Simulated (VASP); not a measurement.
The system is Co.

```
Co
1.0
     2.42202    0.00000    0.00000
    -1.21101    2.09753    0.00000
     0.00000    0.00000    3.91713
Co
2
Direct
  0.66667 0.33333 0.25000
  0.33333 0.66667 0.75000
```

Base run:

| Quantity | Value |
| --- | --- |
| Program | VASP 6.6.1 |
| Functional | PBE |
| Potentials or basis | VASP PAW PBE potentials, release 64 (Co) |
| Cutoff | 520 eV |
| k mesh | 24 × 24 × 12 |
| Occupations | gaussian, width 0.15 eV |
| Spin | collinear spin, ferromagnetic start |
| Starting moments | [0.825, 0.825] μB |
| Fixed moment | 1.65 μB |

Its results: pressure 12.9 GPa; site moments Co +0.83 μB.

Q: The run is repeated on the same cell with these changes: fixed moment from 1.65 μB to 3.3 μB; moments at the start from [0.82, 0.82] to [1.65, 1.65]. What comes out?

A: Pressure 24.2 GPa; site moments Co +1.65 μB.

Caveats: the total moment is fixed, so each spin has its own Fermi level.
